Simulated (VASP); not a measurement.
**NaCu: single point with r2SCAN**

Crystal: NaCu.

```xyz
2
Lattice="3.2520 0.0000 0.0000 0.0000 3.2520 0.0000 0.0000 0.0000 3.2520" Properties=species:S:1:pos:R:3 pbc="T T T"
Na    0.0000    0.0000    0.0000
Cu    1.6260    1.6260    1.6260
```

* Program: VASP 6.6.1
* Task: single point
* Functional: r2SCAN
* Potentials or basis: VASP PAW PBE potentials, release 64 (Na_pv, Cu)
* Cutoff: 660 eV
* k mesh: 6 × 6 × 6
* Occupations: gaussian, width 0.1 eV
* Spin: no spin polarisation

| Item | Value |
| --- | --- |
| Pressure | 3.5 GPa |
| Band gap on the k mesh | zero (bands 9 and 10 overlap by 4.37 eV) |

Levels at points of the mesh, in eV from the Fermi level:
| k point | band 7 | band 8 | band 9 | band 10 | band 11 | band 12 |
| --- | --- | --- | --- | --- | --- | --- |
| (0.00, 0.00, 0.00) | -2.26 | -2.26 | -2.26 | 8.06 | 8.06 | 8.06 |
| (0.50, 0.00, 0.00) | -2.46 | -2.23 | -1.51 | -1.43 | 9.88 | 9.88 |
| (0.50, 0.50, 0.00) | -2.45 | -2.03 | 0.54 | 0.92 | 0.92 | 5.76 |
| (0.50, 0.50, 0.50) | -2.01 | -2.01 | 2.93 | 2.93 | 2.93 | 4.39 |

Wall time 47 s on 1 thread of Oxide Virtual Turin-like Processor, on a shared host, peak memory 0.13 GiB.

Caveat: the cell stands under pressure; the PAW data sets were made with another functional, which shifts forces and pressure a little.
